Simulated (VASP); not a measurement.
Here is a VASP 6.6.1 calculation.

Contents of INCAR:

```
PREC = Accurate
ENCUT = 520
EDIFF = 1E-6
ISMEAR = 0
SIGMA = 0.15
LREAL = False
LASPH = True
NELM = 80
ALGO = Normal
ISIF = 2
LWAVE = False
LCHARG = False
GGA = PE
NBANDS = 10
```

KPOINTS

```
Automatic mesh
0
Gamma
  12 12 12
```

Contents of POSCAR:

```
Rb
1.0
   -2.9463000000      2.9463000000      2.9463000000
    2.9463000000     -2.9463000000      2.9463000000
    2.9463000000      2.9463000000     -2.9463000000
Rb
1
Direct
    0.0000000000      0.0000000000      0.0000000000
```

Potentials or basis: VASP PAW PBE potentials, release 64 (Rb_sv).

Run with:

```bash
$ cat potpaw_PBE.64/Rb_sv/POTCAR > POTCAR
$ mpirun -np 1 vasp_std > vasp.out
```

Problem. What does it give for the band gap on the k mesh?

Solution. Zero (an odd number of electrons rules out a gap without spin polarisation).

Problem. Estimate the pressure.

Solution. -0.3 GPa.

Caveat: the cell differs from its parent crystal (strain +0.050 along x and y, +0.050 along z).
